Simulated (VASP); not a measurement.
# BiPt (P6_3/mmc) in VASP: further runs

The runs below take BiPt through electric field gradients, with LDA.

Everything below comes from runs of VASP 6.6.1. Logs are shortened: lines on timing, memory, paths and dates and some standing lists are left out, and cuts for length are marked.

## Step 1: The cell of the first run

It takes space group P6_3/mmc (No. 194, hexagonal). Conventional cell: a = 4.286 Å, b = 4.286 Å, c = 5.453 Å, α = 90.00°, β = 90.00°, γ = 120.00°. Bi (site symmetry -6m2) has 6 Pt at 2.83 Å and 6 Bi at 3.68 Å within 3.7 Å. Within 3.6 Å of Pt (site symmetry -3m) lie 2 Pt at 2.73 Å and 6 Bi at 2.83 Å.

## Step 2: Electric field gradients, LDA (21.69 Å³/atom)

INCAR

```
SYSTEM = BiPt
ALGO     = Normal         ! electronic algorithm
EDIFF    = 1E-8           ! SCF threshold, eV
ENCUT    = 520            ! plane-wave cutoff, eV
GGA      = CA             ! functional
ISIF     = 2              ! what is computed and relaxed
ISMEAR   = -1             ! smearing method
LASPH    = .TRUE.         ! aspherical terms in the spheres
LCHARG   = .FALSE.        ! write CHGCAR
LEFG     = .TRUE.       
LREAL    = .FALSE.        ! projectors in reciprocal space
LWAVE    = .FALSE.        ! write WAVECAR
NBANDS   = 33             ! bands
NELM     = 80             ! most SCF steps
PREC     = Accurate       ! precision mode
SIGMA    = 0.05           ! smearing width, eV
```

KPOINTS

```
k-points
0
G
  9 9 6
  0 0 0
```

POSCAR

```
BiPt
1.0
    4.2860395604      0.0000000000      0.0000000000
   -2.1430197803      3.7118191409      0.0000000000
    0.0000000000      0.0000000000      5.4531532522
Bi Pt
2 2
Direct
    0.3333333333      0.6666666667      0.2500000000
    0.6666666667      0.3333333333      0.7500000000
    0.0000000000      0.0000000000      0.0000000000
    0.0000000000      0.0000000000      0.5000000000
```

Potentials or basis: VASP PAW LDA potentials, release 64 (Bi_d, Pt).

On the command line:

```bash
> cat potpaw_LDA.64/Bi_d/POTCAR potpaw_LDA.64/Pt/POTCAR > POTCAR
> mpirun -np 1 vasp_std > vasp.out
```

OUTCAR:

```text
SYSTEM = BiPt
   EDIFF = 1E-8
   ENCUT = 520
   GGA = CA
   ISIF = 2
   ISMEAR = -1
   LASPH = .TRUE.
   LREAL = .FALSE.
   NELM = 80
   PREC = Accurate

 ion  position               nearest neighbor table
   1  0.333  0.667  0.250-   3 2.83   4 2.83   3 2.83   4 2.83   3 2.83   4 2.83   2 3.68   2 3.68
                             2 3.68   2 3.68   2 3.68   2 3.68
   2  0.667  0.333  0.750-   3 2.83   4 2.83   3 2.83   4 2.83   3 2.83   4 2.83   1 3.68   1 3.68
                             1 3.68   1 3.68   1 3.68   1 3.68
   3  0.000  0.000  0.000-   4 2.73   4 2.73   1 2.83   2 2.83   2 2.83   1 2.83   2 2.83   1 2.83

   4  0.000  0.000  0.500-   3 2.73   3 2.73   1 2.83   2 2.83   2 2.83   1 2.83   2 2.83   1 2.83

  LATTYP: Found a hexagonal cell.
 ALAT       =     4.2860395604
 C/A-ratio  =     1.2723058608

  Lattice vectors:

 A1 = (   4.2860395604,   0.0000000000,   0.0000000000)
 A2 = (  -2.1430197803,   3.7118191409,   0.0000000000)
 A3 = (   0.0000000000,   0.0000000000,   5.4531532522)

Analysis of symmetry for initial positions (statically):
=====================================================================
 Subroutine PRICEL returns:
 Original cell was already a primitive cell.

 Routine SETGRP: Setting up the symmetry group for a
 hexagonal supercell.

 Subroutine GETGRP returns: Found 24 space group operations
 (whereof 12 operations were pure point group operations)
 out of a pool of 24 trial point group operations.

The static configuration has the point symmetry D_3d.
 The point group associated with its full space group is D_6h.

Analysis of symmetry for dynamics (positions and initial velocities):
=====================================================================
 Subroutine PRICEL returns:
 Original cell was already a primitive cell.

 Routine SETGRP: Setting up the symmetry group for a
 hexagonal supercell.

 Subroutine GETGRP returns: Found 24 space group operations
 (whereof 12 operations were pure point group operations)
 out of a pool of 24 trial point group operations.

The dynamic configuration has the point symmetry D_3d.
 The point group associated with its full space group is D_6h.

 Subroutine INISYM returns: Found 24 space group operations
 (whereof 12 operations are pure point group operations),
 and found     1 'primitive' translations

----------------------------------------------------------------------------------------

                                     Primitive cell

  volume of cell :      86.7542

  direct lattice vectors                    reciprocal lattice vectors
     4.286039560  0.000000000  0.000000000     0.233315625  0.134704839  0.000000000
    -2.143019780  3.711819141  0.000000000     0.000000000  0.269409678  0.000000000
     0.000000000  0.000000000  5.453153252     0.000000000  0.000000000  0.183380139

  length of vectors
     4.286039560  4.286039560  5.453153252     0.269409678  0.269409678  0.183380139

  position of ions in fractional coordinates (direct lattice)
     0.333333333  0.666666667  0.250000000
     0.666666667  0.333333333  0.750000000
     0.000000000  0.000000000  0.000000000
     0.000000000  0.000000000  0.500000000

  ion indices of the primitive-cell ions
   primitive index   ion index
                 1           1
                 2           2
                 3           3
                 4           4

----------------------------------------------------------------------------------------

 KPOINTS: k-points

Automatic generation of k-mesh.
 Grid dimensions read from file:
 generate k-points for:    9    9    6

 Generating k-lattice:

  Cartesian coordinates                     Fractional coordinates (reciprocal lattice)
     0.025923958  0.014967204  0.000000000     0.111111111  0.000000000  0.000000000
     0.000000000  0.029934409  0.000000000     0.000000000  0.111111111  0.000000000
     0.000000000  0.000000000  0.030563356     0.000000000  0.000000000  0.166666667
[... 46 lines left out ...]
   NGXF,Y,Z  is equivalent  to a cutoff of  24.82, 24.82, 25.61 a.u.
 SYSTEM =  BiPt
   PREC   = accura    normal or accurate (medium, high low for compatibility)
   ISTART =      0    job   : 0-new  1-cont  2-samecut
   ICHARG =      2    charge: 1-file 2-atom 10-const
   ISPIN  =      1    spin polarized calculation?
   LNONCOLLINEAR =      F non collinear calculations
   LSORBIT =      F    spin-orbit coupling
   LASPH  =      T    aspherical Exc in radial PAW
   ENCUT  =  520.0 eV  38.22 Ry    6.18 a.u.   7.97  7.97 10.14*2*pi/ulx,y,z
   NELM   =     80;   NELMIN=  2; NELMDL= -5     # of ELM steps
   EDIFF  = 0.1E-07   stopping-criterion for ELM
   LREAL  =      F    real-space projection
   EDIFFG = 0.1E-06   stopping-criterion for IOM
   NSW    =      0    number of steps for IOM
   IBRION =     -1    ionic relax: 0-MD 1-quasi-New 2-CG
   NFREE  =      0    steps in history (QN), initial steepest desc. (CG)
   ISIF   =      2    stress and relaxation
   ISYM   =      2    0-nonsym 1-usesym 2-fastsym
   POTIM  = 0.5000    time-step for ionic-motion
   TEBEG  =    0.0;   TEEND  =   0.0 temperature during run
   PSTRESS=    0.0 pullay stress
   NELECT =      50.0000    total number of electrons
   NUPDOWN=      -1.0000    fix difference up-down
   EMIN   =  10.00;   EMAX   =-10.00  energy-range for DOS
   EFERMI =   0.00;   METHOD = LEGACY
   ISMEAR =    -1;   SIGMA  =   0.05  broadening in eV -4-tet -1-fermi 0-gaus
   EFERMI_NEDOS =   21; number of points for ismear=-14 and -15
   IALGO  =     38    algorithm
   IMIX   =      4    mixing-type and parameters
     AMIX     =   0.40;   BMIX     =  1.00
     AMIX_MAG =   1.60;   BMIX_MAG =  1.00
  volume/ion in A,a.u.               =      21.69       146.36
  Fermi-wavevector in a.u.,A,eV,Ry     =   1.362389  2.574543 25.253842  1.856105
  Thomas-Fermi vector in A             =   2.488883
   LORBIT       =      0    0 simple, 1 ext, 2 COOP (PROOUT), +10 PAW based schemes
   GGA     = CA    functional components
   LHFCALC =     F    Hartree Fock is set to
   AEXX    =    0.0000 exact exchange contribution
   IVDW    =     0    specifies the selected vdW correction
   LEPSILON=     F    determine dielectric tensor
   LRPA    =     F    only Hartree local field effects (RPA)
 non-spin polarized calculation
  energy-cutoff  :      520.00
  volume of cell :       86.75
 maximum number of plane-waves:      2379
 NGX is ok and might be reduce to    32
   NGX = 15   NGY = 15   NGZ = 21

 number of electron      49.9999992 magnetization

 Free energy of the ion-electron system (eV)
  ---------------------------------------------------
  ext. energy  EPLUGINS =         0.00000000
  ---------------------------------------------------
  free energy    TOTEN  =       -25.19401580 eV

  energy without entropy =      -25.17513749  energy(sigma->0) =      -25.18457664

 E-fermi :   9.6141     XC(G=0): -11.8287

 val. band max:        9.5965255307   @ k =   0.1111   0.0000   0.0000
 cond. band min:       9.6259942574   @ k =   0.2222   0.0000   0.1667
 fundamental gap:      0.0294687267
 Fermi energy:         9.6141393953

 k-point     1 :       0.0000    0.0000    0.0000
  band No.  band energies     occupation
      1     -13.3734      2.00000
      2     -13.3734      2.00000
      3     -13.3277      2.00000
      4     -13.3277      2.00000
      5     -13.3199      2.00000
      6     -13.3152      2.00000
[... 853 lines left out ...]
     32      17.8580      0.00000
     33      18.2676      0.00000

 [... further k-points ...]

------------------------ aborting loop because EDIFF is reached ----------------------------------------

  FORCE on cell =-STRESS in cart. coord.  units (eV):
  Direction    XX          YY          ZZ          XY          YZ          ZX
  --------------------------------------------------------------------------------------
  -------------------------------------------------------------------------------------
  Total        1.7409099      1.7409099      1.3051126     -0.0000000      0.0000000     -0.0000000
  in kB       32.1511263     32.1511263     24.1028221     -0.0000000      0.0000000     -0.0000000
  external PRESSURE =      29.4683583 kB  Pullay stress =       0.0000000 kB

 VOLUME and BASIS-vectors are now :
 -----------------------------------------------------------------------------
  energy-cutoff  :      520.00
  volume of cell :       86.75
      direct lattice vectors                 reciprocal lattice vectors
     4.286039560  0.000000000  0.000000000     0.233315625  0.134704839  0.000000000
    -2.143019780  3.711819141  0.000000000     0.000000000  0.269409678  0.000000000
     0.000000000  0.000000000  5.453153252     0.000000000  0.000000000  0.183380139

 POSITION                                       TOTAL-FORCE (eV/Angst)
 -----------------------------------------------------------------------------------
     -0.00000      2.47455      1.36329         0.000000     -0.000000      0.000000
      2.14302      1.23727      4.08986         0.000000      0.000000      0.000000
      0.00000      0.00000      0.00000        -0.000000      0.000000      0.000000
      0.00000      0.00000      2.72658        -0.000000      0.000000      0.000000
 -----------------------------------------------------------------------------------
    total drift:                                0.000000     -0.000000      0.000000

  FREE ENERGIE OF THE ION-ELECTRON SYSTEM (eV)
  ---------------------------------------------------
  free  energy   TOTEN  =       -25.1940157989 eV

  energy  without entropy=      -25.1751374910  energy(sigma->0) =      -25.18457664

 Electric field gradients (V/A^2)
---------------------------------------------------------------------
 ion       V_xx      V_yy      V_zz      V_xy      V_xz      V_yz
---------------------------------------------------------------------
   1     -10.787   -10.786    21.573     0.002    -0.000     0.000
   2     -10.787   -10.786    21.573     0.002     0.000    -0.000
   3      87.176    87.176  -174.353    -0.000    -0.000     0.000
   4      87.176    87.176  -174.353    -0.000     0.000    -0.000
---------------------------------------------------------------------

 Electric field gradients after diagonalization (V/A^2)
 (convention: |V_zz| > |V_xx| > |V_yy|)
----------------------------------------------------------------------
 ion       V_xx      V_yy      V_zz     asymmetry (V_yy - V_xx)/ V_zz
----------------------------------------------------------------------
   1     -10.788   -10.785    21.573       0.000
   2     -10.788   -10.785    21.573       0.000
   3      87.176    87.176  -174.353       0.000
   4      87.176    87.176  -174.353       0.000
----------------------------------------------------------------------

           NMR quadrupolar parameters

 Cq : quadrupolar parameter    Cq=e*Q*V_zz/h
 eta: asymmetry parameters     (V_yy - V_xx)/ V_zz
 Q  : nuclear electric quadrupole moment in mb (millibarn)
----------------------------------------------------------------------
 ion       Cq(MHz)       eta       Q (mb)
----------------------------------------------------------------------
   1       0.052       0.000       1.000
   2       0.052       0.000       1.000
   3      -0.422       0.000       1.000
   4      -0.422       0.000       1.000
----------------------------------------------------------------------
```

It took 55 s on 1 thread of Intel Xeon 6975P-C (Granite Rapids), shared host; peak memory 0.24 GiB.

Results:

```
Free energy                             : -25.1940 eV
Pressure                                : 2.9 GPa
Band gap on the k mesh                  : zero (bands 25 and 26 overlap by 4.10 eV)
Largest electric field gradient by atom : Bi +21.6; Pt -174.4 V/Å²
```

Levels at points of the mesh, in eV from the Fermi level:
| k point | band 21 | band 22 | band 23 | band 24 | band 25 | band 26 | band 27 | band 28 | band 29 | band 30 |
| --- | --- | --- | --- | --- | --- | --- | --- | --- | --- | --- |
| (0.00, 0.00, 0.00) | -1.76 | -1.76 | 0.28 | 0.28 | 1.10 | 2.13 | 2.29 | 2.93 | 3.63 | 3.63 |
| (0.00, 0.00, 0.50) | -3.25 | -3.25 | -1.64 | -1.64 | 2.54 | 2.54 | 2.54 | 2.54 | 5.00 | 5.00 |

Electric field gradients, principal values (V/Å²):
```tsv
atom	least	middle	greatest (by size)
1 Bi	-10.785	-10.788	21.573
2 Bi	-10.785	-10.788	21.573
3 Pt	87.176	87.176	-174.353
4 Pt	87.176	87.176	-174.353
```

Caveat: without QUAD_EFG the Cq values of the log hold for a quadrupole moment of 1 mb, not for the nuclei; spin-orbit coupling is left out, which moves the levels of the heavy elements.

(Continued in part 2 of 3.)
